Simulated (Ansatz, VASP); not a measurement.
**One calculation of Al2O3, two programs**

Contents of INCAR:

```
SYSTEM = Al2O3
ALGO = Normal
EDIFF = 1E-7
ENCUT = 520
ISIF = 2
ISMEAR = 0
LASPH = .True.
LCHARG = .False.
LREAL = .False.
LWAVE = .False.
NBANDS = 20
NELM = 100
PREC = Accurate
SIGMA = 0.05
```

KPOINTS

```
k-points
0
Gamma
  9 9 4
  0 0 0
```

Contents of POSCAR:

```
Al2O3
1.0
    2.8843249483      0.0000000000      0.0000000000
   -1.4421624742      2.4978986780      0.0000000000
    0.0000000000      0.0000000000     10.0836948168
Al O
2 3
Direct
    0.0000000000      0.0000000000      0.1499923300
    0.0000000000      0.0000000000      0.8500076700
    0.3333333333      0.6666666667      0.2223169200
    0.6666666667      0.3333333333      0.0000000000
    0.3333333333      0.6666666667      0.7776830800
```

Input for Ansatz:

```yaml
crystal:
  lattice:
    - [2.8843249483, 0.0, 0.0]
    - [-1.4421624742, 2.497898678, 0.0]
    - [0.0, 0.0, 10.0836948168]
  atoms:
    - { symbol: Al, position: [0.0, 0.0, 0.14999233] }
    - { symbol: Al, position: [0.0, 0.0, 0.85000767] }
    - { symbol: O, position: [0.3333333333, 0.6666666667, 0.22231692] }
    - { symbol: O, position: [0.6666666667, 0.3333333333, 0.0] }
    - { symbol: O, position: [0.3333333333, 0.6666666667, 0.77768308] }
basis:
  ecutwfc: 420
kpoints:
  mp_grid: { grid: [9, 9, 4] }
hamiltonian:
  xc: lda
scf:
  occupations: { method: gaussian, width: 0.05 }
output:
  forces: true
  stress: true
  eigenvalues: true
```

Change from the starting cell: strain +0.000 along x and y, +0.080 along z, atoms carried along.

Alike in both runs: task single point; functional LDA; k mesh 9 × 9 × 4; occupations gaussian, width 0.05 eV; no spin polarisation.

```csv
,VASP,Ansatz
version,VASP 6.6.1,Ansatz 0.2.0
potentials or method,"VASP PAW LDA potentials, release 64 (Al, O), cutoff 520 eV","scalar-relativistic, plane waves, PAW"
valence electrons in the cell,24,24
```

```tsv
	VASP	Ansatz	Ansatz less VASP
gap on the k mesh at the Fermi level (eV)	4.38	4.37	-0.009
least direct gap on the mesh (eV)	4.38	4.37	-0.009
pressure (GPa)	-11.8	-12.3	-0.48
traceless stress, the component that is largest in VASP (GPa)	-6.84	-6.44	+0.407
rms of the force components (eV/Å)	0.578	0.585	+0.0077
```

LDA's correlation is that of Perdew and Zunger in VASP and of Perdew and Wang (1992) in Ansatz. Atom by atom the forces differ by 0.009 eV/Å (rms over components).
